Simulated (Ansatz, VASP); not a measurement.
**NaCl: VASP beside Ansatz**

```
Na Cl
1.0
     2.82135    0.00000    0.00000
     0.00000    2.82135    0.00000
     0.00000    0.00000    2.82135
Na Cl
1 1
Direct
  0.00000 0.00000 0.00000
  0.50000 0.50000 0.50000
```

Change from the starting cell: volume scaled by 0.96.

Alike in both runs: task single point; functional PBE; k mesh 8 × 8 × 8; occupations fermi-dirac, width 0.02 eV; no spin polarisation.

|  | VASP | Ansatz |
| --- | --- | --- |
| version | VASP 6.6.1 | Ansatz 0.2.0 |
| potentials or method | VASP PAW PBE potentials, release 64 (Na_pv, Cl), cutoff 500 eV | all-electron LAPW, scalar-relativistic |

|  | VASP | Ansatz | Ansatz less VASP |
| --- | --- | --- | --- |
| gap on the k mesh at the Fermi level (eV) | 4.25 | 4.20 | -0.049 |
| pressure (GPa) | 76.3 | 76.0 | -0.27 |

Both programs put the cell under a high pressure, so it lies far from rest at this level. Ansatz ran all-electron here, and VASP with PAW potentials.

Noted on VASP's run: the cell as given lies far from equilibrium.
